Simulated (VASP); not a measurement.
# GaSb (I-4m2) in VASP: further runs

GaSb is run at these levels: PBE; tasks: single point.

All numbers are computed with VASP 6.6.1; they aren't measurements. Logs are shortened: lines on timing, memory, paths and dates and some standing lists are left out, and cuts for length are marked.

**1. The cell of the first run**

Symmetry: I-4m2, No. 119, tetragonal system. Conventional cell: a = 5.919 Å, b = 5.919 Å, c = 3.415 Å, α = 90.00°, β = 90.00°, γ = 90.00°. Within 4.1 Å of Ga (site symmetry -4m2) lie 8 Sb at 3.08 to 3.91 Å and 2 Ga at 3.42 Å. Within 4.1 Å of Sb (site symmetry -4m2) lie 8 Ga at 3.08 to 3.91 Å and 2 Sb at 3.42 Å.

**2. Single point, PBE**

Contents of INCAR:

```
SYSTEM = GaSb
PREC = Accurate ; ENCUT = 520
EDIFF = 1E-6 ; ISMEAR = 0
SIGMA = 0.15 ; LREAL = .FALSE.
LASPH = .TRUE. ; NELM = 60
ALGO = Normal ; ISIF = 2
LWAVE = .FALSE. ; LCHARG = .FALSE.
GGA = PE ; NBANDS = 16
```

Contents of KPOINTS:

```
regular mesh
0
G
  16 16 16
  0 0 0
```

Contents of POSCAR:

```
GaSb
1.0
   -2.9593500000      2.9593500000      1.7075500000
    2.9593500000     -2.9593500000      1.7075500000
    2.9593500000      2.9593500000     -1.7075500000
Ga Sb
1 1
Direct
    0.2500000000      0.7500000000      0.5000000000
    0.0000000000      0.0000000000      0.0000000000
```

Potentials or basis: VASP PAW PBE potentials, release 64 (Ga_d, Sb).

Run with:

```
$ cat potpaw_PBE.64/Ga_d/POTCAR potpaw_PBE.64/Sb/POTCAR > POTCAR
$ mpirun -np 1 vasp_std > vasp.out
```

OUTCAR:

```text
SYSTEM = GaSb
   PREC = Accurate
   ENCUT = 520
   EDIFF = 1E-6
   ISMEAR = 0
   LREAL = .FALSE.
   LASPH = .TRUE.
   NELM = 60
   ISIF = 2
   GGA = PE

 ion  position               nearest neighbor table
   1  0.250  0.750  0.500-   2 3.08   2 3.08   2 3.08   2 3.08
   2  0.000  0.000  0.000-   1 3.08   1 3.08   1 3.08   1 3.08

  LATTYP: Found a body centered tetragonal cell.
 ALAT       =     5.9187000000
 C/A-ratio  =     0.5770017065

  Lattice vectors:

 A1 = (  -2.9593500000,   2.9593500000,   1.7075500000)
 A2 = (   2.9593500000,  -2.9593500000,   1.7075500000)
 A3 = (   2.9593500000,   2.9593500000,  -1.7075500000)

Analysis of symmetry for initial positions (statically):
=====================================================================
 Subroutine PRICEL returns:
 Original cell was already a primitive cell.

 Routine SETGRP: Setting up the symmetry group for a
 body centered tetragonal supercell.

 Subroutine GETGRP returns: Found  8 space group operations
 (whereof  8 operations were pure point group operations)
 out of a pool of 16 trial point group operations.

The static configuration has the point symmetry D_2d.

Analysis of symmetry for dynamics (positions and initial velocities):
=====================================================================
 Subroutine PRICEL returns:
 Original cell was already a primitive cell.

 Routine SETGRP: Setting up the symmetry group for a
 body centered tetragonal supercell.

 Subroutine GETGRP returns: Found  8 space group operations
 (whereof  8 operations were pure point group operations)
 out of a pool of 16 trial point group operations.

The dynamic configuration has the point symmetry D_2d.

 Subroutine INISYM returns: Found  8 space group operations
 (whereof  8 operations are pure point group operations),
 and found     1 'primitive' translations

----------------------------------------------------------------------------------------

                                     Primitive cell

  volume of cell :      59.8172

  direct lattice vectors                    reciprocal lattice vectors
    -2.959350000  2.959350000  1.707550000     0.000000000  0.168956021  0.292817194
     2.959350000 -2.959350000  1.707550000     0.168956021  0.000000000  0.292817194
     2.959350000  2.959350000 -1.707550000     0.168956021  0.168956021  0.000000000

  length of vectors
     4.520092018  4.520092018  4.520092018     0.338065151  0.338065151  0.238939896

  position of ions in fractional coordinates (direct lattice)
[... 79 lines left out ...]
   EDIFF  = 0.1E-05   stopping-criterion for ELM
   LREAL  =      F    real-space projection
   EDIFFG = 0.1E-04   stopping-criterion for IOM
   NSW    =      0    number of steps for IOM
   IBRION =     -1    ionic relax: 0-MD 1-quasi-New 2-CG
   NFREE  =      0    steps in history (QN), initial steepest desc. (CG)
   ISIF   =      2    stress and relaxation
   ISYM   =      2    0-nonsym 1-usesym 2-fastsym
   POTIM  = 0.5000    time-step for ionic-motion
   TEBEG  =    0.0;   TEEND  =   0.0 temperature during run
   PSTRESS=    0.0 pullay stress
   NELECT =      18.0000    total number of electrons
   NUPDOWN=      -1.0000    fix difference up-down
   EMIN   =  10.00;   EMAX   =-10.00  energy-range for DOS
   EFERMI =   0.00;   METHOD = LEGACY
   ISMEAR =     0;   SIGMA  =   0.15  broadening in eV -4-tet -1-fermi 0-gaus
   EFERMI_NEDOS =   21; number of points for ismear=-14 and -15
   IALGO  =     38    algorithm
   IMIX   =      4    mixing-type and parameters
     AMIX     =   0.40;   BMIX     =  1.00
     AMIX_MAG =   1.60;   BMIX_MAG =  1.00
  volume/ion in A,a.u.               =      29.91       201.83
  Fermi-wavevector in a.u.,A,eV,Ry     =   1.097043  2.073111 16.374656  1.203503
  Thomas-Fermi vector in A             =   2.233396
   LORBIT       =      0    0 simple, 1 ext, 2 COOP (PROOUT), +10 PAW based schemes
   GGA     = PE    functional components
   LHFCALC =     F    Hartree Fock is set to
   AEXX    =    0.0000 exact exchange contribution
   IVDW    =     0    specifies the selected vdW correction
   LEPSILON=     F    determine dielectric tensor
   LRPA    =     F    only Hartree local field effects (RPA)
 non-spin polarized calculation
 Gauss-broadening in eV      SIGMA  =   0.15
  energy-cutoff  :      520.00
  volume of cell :       59.82
 maximum number of plane-waves:      1631
 NGX is ok and might be reduce to    36
   NGX = 17   NGY = 17   NGZ = 17

 number of electron      17.9999995 magnetization

 Free energy of the ion-electron system (eV)
  ---------------------------------------------------
  ext. energy  EPLUGINS =         0.00000000
  ---------------------------------------------------
  free energy    TOTEN  =        -6.70862374 eV

  energy without entropy =       -6.69761036  energy(sigma->0) =       -6.70311705

 E-fermi :   4.3595     XC(G=0):  -9.2821

 val. band max:        4.3531427216   @ k =  -0.1875  -0.2500   0.0625
 cond. band min:       4.3771771977   @ k =   0.5000   0.5000  -0.0000
 fundamental gap:      0.0240344761
 Fermi energy:         4.3595212915

 k-point     1 :       0.0000    0.0000    0.0000
  band No.  band energies     occupation
      1     -10.4231      2.00000
      2     -10.3564      2.00000
      3     -10.3564      2.00000
      4     -10.3489      2.00000
      5     -10.3433      2.00000
      6      -6.1626      2.00000
[... 433 lines left out ...]
      3     -10.3563      2.00000
      4     -10.3492      2.00000
      5     -10.3430      2.00000
      6      -6.1364      2.00000
[... 8 lines left out ...]
     15      13.1354      0.00000
     16      14.2239      0.00000

 [... further k-points ...]

------------------------ aborting loop because EDIFF is reached ----------------------------------------

  FORCE on cell =-STRESS in cart. coord.  units (eV):
  Direction    XX          YY          ZZ          XY          YZ          ZX
  --------------------------------------------------------------------------------------
  -------------------------------------------------------------------------------------
  Total       -2.5115811     -2.5115811     -2.3266114      0.0000000      0.0000000      0.0000000
  in kB      -67.2715921    -67.2715921    -62.3172612      0.0000000      0.0000000      0.0000000
  external PRESSURE =     -65.6201484 kB  Pullay stress =       0.0000000 kB

 VOLUME and BASIS-vectors are now :
 -----------------------------------------------------------------------------
  energy-cutoff  :      520.00
  volume of cell :       59.82
      direct lattice vectors                 reciprocal lattice vectors
    -2.959350000  2.959350000  1.707550000     0.000000000  0.168956021  0.292817194
     2.959350000 -2.959350000  1.707550000     0.168956021  0.000000000  0.292817194
     2.959350000  2.959350000 -1.707550000     0.168956021  0.168956021  0.000000000

 POSITION                                       TOTAL-FORCE (eV/Angst)
 -----------------------------------------------------------------------------------
      2.95935      0.00000      0.85377         0.000000      0.000000      0.000000
      0.00000      0.00000      0.00000        -0.000000     -0.000000     -0.000000
 -----------------------------------------------------------------------------------
    total drift:                                0.000000     -0.000000      0.000000

  FREE ENERGIE OF THE ION-ELECTRON SYSTEM (eV)
  ---------------------------------------------------
  free  energy   TOTEN  =        -6.7086237421 eV

  energy  without entropy=       -6.6976103616  energy(sigma->0) =       -6.70311705
```

OSZICAR:

```text
N       E                     dE             d eps       ncg     rms          rms(c)
DAV:   1     0.819465661061E+02    0.81947E+02   -0.81792E+03 11168   0.135E+03
DAV:   2    -0.468898354494E+00   -0.82415E+02   -0.79796E+02 13304   0.309E+02
DAV:   3    -0.661457151365E+01   -0.61457E+01   -0.61219E+01 13272   0.636E+01
DAV:   4    -0.672662068642E+01   -0.11205E+00   -0.11203E+00 13960   0.952E+00
DAV:   5    -0.672924951909E+01   -0.26288E-02   -0.26288E-02 14024   0.131E+00    0.175E+00
DAV:   6    -0.671105715046E+01    0.18192E-01   -0.40095E-02 14840   0.254E+00    0.959E-01
DAV:   7    -0.670854430921E+01    0.25128E-02   -0.13331E-02 16560   0.916E-01    0.215E-01
DAV:   8    -0.670858970514E+01   -0.45396E-04   -0.17709E-03 13640   0.446E-01    0.359E-02
DAV:   9    -0.670862539536E+01   -0.35690E-04   -0.13258E-04 14640   0.113E-01    0.229E-02
DAV:  10    -0.670862383603E+01    0.15593E-05   -0.10761E-05 14360   0.367E-02    0.362E-03
DAV:  11    -0.670862374207E+01    0.93959E-07   -0.88208E-07 10088   0.807E-03
   1 F= -.67086237E+01 E0= -.67031171E+01  d E =-.110134E-01
```

stdout:

```text
POSCAR found type information on POSCAR GaSb
 POSCAR found :  2 types and       2 ions
 scaLAPACK will be used
 LDA part: xc-table for (Slater+PW92), standard interpolation
 POSCAR, INCAR and KPOINTS ok, starting setup
 FFT: planning ... GRIDC
 FFT: planning ... GRID_SOFT
 FFT: planning ... GRID
 WAVECAR not read
 entering main loop
```

Wall time 3.9 min (1 thread of Intel Xeon Platinum 8488C (Sapphire Rapids), shared host); peak memory 0.47 GiB.

What came out:

```
Free energy            : -6.7086 eV
Pressure               : -6.6 GPa
Band gap on the k mesh : zero (bands 9 and 10 overlap by 3.67 eV)
```

Caveat: the cell stands under tension; spin-orbit coupling is left out, which moves the levels of the heavy elements.

**3. Single point, PBE**

This run uses another cell than the first one, of 31.02 Å³/atom.

Contents of INCAR:

```
PREC     = Accurate       # precision mode
ENCUT    = 520            # plane-wave cutoff, eV
EDIFF    = 1E-6           # SCF threshold, eV
ISMEAR   = 0              # smearing method
SIGMA    = 0.15           # smearing width, eV
LREAL    = F              # projectors in reciprocal space
LASPH    = T              # aspherical terms in the spheres
NELM     = 100            # most SCF steps
ALGO     = Normal         # electronic algorithm
ISIF     = 2              # what is computed and relaxed
LWAVE    = F              # write WAVECAR
LCHARG   = F              # write CHGCAR
GGA      = PE             # functional
NBANDS   = 16             # bands
```

Contents of KPOINTS:

```
Automatic mesh
0
Gamma
  16 16 16
```

Contents of POSCAR:

```
GaSb
1.0
   -2.9593500000      2.9593500000      1.7708000000
    2.9593500000     -2.9593500000      1.7708000000
    2.9593500000      2.9593500000     -1.7708000000
Ga Sb
1 1
Direct
    0.2500000000      0.7500000000      0.5000000000
    0.0000000000      0.0000000000      0.0000000000
```

Potentials or basis: VASP PAW PBE potentials, release 64 (Ga_d, Sb).

Run with:

```
$ cat potpaw_PBE.64/Ga_d/POTCAR potpaw_PBE.64/Sb/POTCAR > POTCAR
$ mpirun -np 1 vasp_std > vasp.out
```

It took 3.7 min on 1 thread of Intel Xeon Platinum 8488C (Sapphire Rapids), shared host; peak memory 0.48 GiB.

It converged, with:

| Quantity | Value |
| --- | --- |
| Free energy | -6.6188 eV |
| Pressure | -6.9 GPa |
| Band gap on the k mesh | zero (bands 9 and 10 overlap by 3.75 eV) |

Stress tensor (GPa, compression positive):
```
-7.01  0.00  0.00
 0.00 -7.01  0.00
 0.00  0.00 -6.77
```

Levels at points of the mesh, in eV from the Fermi level:
| k point | band 5 | band 6 | band 7 | band 8 | band 9 | band 10 | band 11 | band 12 | band 13 | band 14 |
| --- | --- | --- | --- | --- | --- | --- | --- | --- | --- | --- |
| (0.00, 0.00, 0.00) | -14.69 | -10.32 | -3.38 | -1.20 | -1.20 | 3.27 | 3.97 | 5.82 | 5.92 | 5.92 |
| (0.50, 0.00, 0.00) | -14.68 | -8.10 | -4.78 | -2.16 | -1.12 | -0.67 | 2.72 | 2.73 | 4.28 | 7.51 |
| (0.50, 0.50, 0.00) | -14.69 | -9.31 | -6.66 | 0.12 | 1.61 | 1.72 | 2.17 | 3.43 | 5.40 | 7.24 |
| (0.50, 0.50, 0.50) | -14.68 | -8.65 | -5.23 | -3.58 | -3.58 | 2.32 | 4.05 | 8.17 | 8.17 | 10.30 |

Caveat: the cell stands under tension; spin-orbit coupling is left out, which moves the levels of the heavy elements.

**4. Single point, PBE**

This run uses another cell than the first one, of 27.69 Å³/atom.

Contents of INCAR:

```
ALGO = Normal ; EDIFF = 1E-6
ENCUT = 520 ; GGA = PE
ISIF = 2 ; ISMEAR = 0
LASPH = T ; LCHARG = T
LELF = T ; LREAL = F
LVHAR = T ; LWAVE = F
NBANDS = 16 ; NELM = 100
PREC = Accurate ; SIGMA = 0.15
```

Contents of KPOINTS:

```
k-points
0
Gamma
  16 16 16
```

Contents of POSCAR:

```
GaSb
1.0
   -2.9593500000      2.9593500000      1.5810862174
    2.9593500000     -2.9593500000      1.5810862174
    2.9593500000      2.9593500000     -1.5810862174
Ga Sb
1 1
Direct
    0.2500000000      0.7500000000      0.5000000000
    0.0000000000      0.0000000000      0.0000000000
```

Potentials or basis: VASP PAW PBE potentials, release 64 (Ga_d, Sb).

Run with:

```
$ cat potpaw_PBE.64/Ga_d/POTCAR potpaw_PBE.64/Sb/POTCAR > POTCAR
$ mpirun -np 1 vasp_std > vasp.out
```

OUTCAR:

```text
EDIFF = 1E-6
   ENCUT = 520
   GGA = PE
   ISIF = 2
   ISMEAR = 0
   LASPH = T
   LREAL = F
   NELM = 100
   PREC = Accurate

 ion  position               nearest neighbor table
   1  0.250  0.750  0.500-   2 3.06   2 3.06   2 3.06   2 3.06
   2  0.000  0.000  0.000-   1 3.06   1 3.06   1 3.06   1 3.06

  LATTYP: Found a body centered tetragonal cell.
 ALAT       =     5.9187000000
 C/A-ratio  =     0.5342680715

  Lattice vectors:

 A1 = (  -2.9593500000,   2.9593500000,   1.5810862174)
 A2 = (   2.9593500000,  -2.9593500000,   1.5810862174)
 A3 = (   2.9593500000,   2.9593500000,  -1.5810862174)

Analysis of symmetry for initial positions (statically):
=====================================================================
 Subroutine PRICEL returns:
 Original cell was already a primitive cell.

 Routine SETGRP: Setting up the symmetry group for a
 body centered tetragonal supercell.

 Subroutine GETGRP returns: Found  8 space group operations
 (whereof  8 operations were pure point group operations)
 out of a pool of 16 trial point group operations.

The static configuration has the point symmetry D_2d.
[... 161 lines left out ...]

 E-fermi :   5.0942     XC(G=0):  -9.6183

 val. band max:        5.0927515938   @ k =  -0.4375   0.1875   0.1250
 cond. band min:       5.1007980251   @ k =  -0.2500  -0.3125   0.0625
 fundamental gap:      0.0080464313
 Fermi energy:         5.0941691205

 k-point     1 :       0.0000    0.0000    0.0000
  band No.  band energies     occupation
      1      -9.7402      2.00000
      2      -9.6467      2.00000
      3      -9.6416      2.00000
      4      -9.6261      2.00000
      5      -9.6261      2.00000
      6      -5.9478      2.00000
[... 433 lines left out ...]
      3      -9.6413      2.00000
      4      -9.6261      2.00000
      5      -9.6260      2.00000
      6      -5.9215      2.00000
[... 8 lines left out ...]
     15      14.7578      0.00000
     16      14.7652      0.00000

 [... further k-points ...]

------------------------ aborting loop because EDIFF is reached ----------------------------------------

  FORCE on cell =-STRESS in cart. coord.  units (eV):
  Direction    XX          YY          ZZ          XY          YZ          ZX
  --------------------------------------------------------------------------------------
  -------------------------------------------------------------------------------------
  Total       -2.0201429     -2.0201429     -1.1921138      0.0000000     -0.0000000      0.0000000
  in kB      -58.4365363    -58.4365363    -34.4841942      0.0000000     -0.0000000      0.0000000
  external PRESSURE =     -50.4524223 kB  Pullay stress =       0.0000000 kB

 VOLUME and BASIS-vectors are now :
 -----------------------------------------------------------------------------
  energy-cutoff  :      520.00
  volume of cell :       55.39
      direct lattice vectors                 reciprocal lattice vectors
    -2.959350000  2.959350000  1.581086217     0.000000000  0.168956021  0.316238289
     2.959350000 -2.959350000  1.581086217     0.168956021  0.000000000  0.316238289
     2.959350000  2.959350000 -1.581086217     0.168956021  0.168956021  0.000000000

 POSITION                                       TOTAL-FORCE (eV/Angst)
 -----------------------------------------------------------------------------------
      2.95935      0.00000      0.79054         0.000000     -0.000000     -0.000000
      0.00000      0.00000      0.00000        -0.000000      0.000000      0.000000
 -----------------------------------------------------------------------------------
    total drift:                                0.000000     -0.000000      0.000000

  FREE ENERGIE OF THE ION-ELECTRON SYSTEM (eV)
  ---------------------------------------------------
  free  energy   TOTEN  =        -6.8491748107 eV

  energy  without entropy=       -6.8375316370  energy(sigma->0) =       -6.84335322
```

Run time: 3.5 min. Hardware: 1 thread of Intel Xeon Platinum 8375C at 2.90GHz (Ice Lake), shared host; peak memory 0.45 GiB.

What came out:

```
Free energy            : -6.8492 eV
Pressure               : -5.0 GPa
Band gap on the k mesh : zero (bands 9 and 10 overlap by 3.58 eV)
```

Stress tensor (GPa, compression positive):
```
-5.84  0.00  0.00
 0.00 -5.84  0.00
 0.00  0.00 -3.45
```

Caveat: the cell stands under tension; spin-orbit coupling is left out, which moves the levels of the heavy elements.

**5. Single point, PBE**

This run uses another cell than the first one, of 28.00 Å³/atom.

Contents of INCAR:

```
PREC     = Accurate       # precision mode
ENCUT    = 520            # plane-wave cutoff, eV
EDIFF    = 1E-6           # SCF threshold, eV
ISMEAR   = 0              # smearing method
SIGMA    = 0.15           # smearing width, eV
LREAL    = F              # projectors in reciprocal space
LASPH    = T              # aspherical terms in the spheres
NELM     = 100            # most SCF steps
ALGO     = Normal         # electronic algorithm
ISIF     = 2              # what is computed and relaxed
LWAVE    = F              # write WAVECAR
LCHARG   = F              # write CHGCAR
GGA      = PE             # functional
NBANDS   = 16             # bands
```

Contents of KPOINTS:

```
Automatic mesh
0
Gamma
  16 16 16
```

Contents of POSCAR:

```
GaSb
1.0
   -2.9040000000      2.9040000000      1.6601500000
    2.9040000000     -2.9040000000      1.6601500000
    2.9040000000      2.9040000000     -1.6601500000
Ga Sb
1 1
Direct
    0.2500000000      0.7500000000      0.5000000000
    0.0000000000      0.0000000000      0.0000000000
```

Run with:

```
$ cat potpaw_PBE.64/Ga_d/POTCAR potpaw_PBE.64/Sb/POTCAR > POTCAR
$ mpirun -np 1 vasp_std > vasp.out
```

Wall time 4 min (1 thread of Intel Xeon Platinum 8375C at 2.90GHz (Ice Lake), shared host); peak memory 0.45 GiB.

The run converged. Its results:

```yaml
Free_energy: -6.8495 eV
Pressure: -5.3 GPa
Band_gap_on_the_k_mesh: zero (bands 9 and 10 overlap by 3.99 eV)
```

Stress tensor (GPa, compression positive):
```
-5.48  0.00  0.00
 0.00 -5.48  0.00
 0.00  0.00 -4.95
```

Levels at points of the mesh, in eV from the Fermi level:
| k point | band 7 | band 8 | band 9 | band 10 | band 11 | band 12 |
| --- | --- | --- | --- | --- | --- | --- |
| (0.00, 0.00, 0.00) | -3.43 | -1.53 | -1.53 | 3.68 | 4.27 | 6.27 |
| (0.50, 0.00, 0.00) | -4.96 | -2.38 | -1.14 | -0.90 | 2.64 | 2.87 |
| (0.50, 0.50, 0.00) | -7.18 | -0.02 | 1.62 | 1.79 | 2.08 | 4.05 |
| (0.50, 0.50, 0.50) | -5.57 | -4.11 | -4.11 | 3.17 | 4.83 | 8.78 |

Caveat: the cell stands under tension; spin-orbit coupling is left out, which moves the levels of the heavy elements.

**6. Summary**

| cell | gap on the mesh (eV) | pressure (GPa) |
| --- | --- | --- |
| a = 4.520 Å, angles 98.2, 98.2, 135.6°, 2 atoms | none | -6.6 |
| a = 4.544 Å, angles 98.7, 98.7, 134.1°, 2 atoms | none | -6.9 |
| a = 4.474 Å, angles 97.2, 97.2, 138.6°, 2 atoms | none | -5.0 |
| a = 4.430 Å, angles 98.1, 98.1, 136.0°, 2 atoms | none | -5.3 |

Alike in all rows: task single point; level PBE; potentials or basis VASP PAW PBE potentials, release 64 (Ga_d, Sb); no spin polarisation; k mesh 16 × 16 × 16; cutoff (eV) 520; smearing gaussian 0.15 eV.

Caveats: the cell stands under tension; spin-orbit coupling is left out, which moves the levels of the heavy elements.

Absolute energies hang on the potentials; compare differences alone.
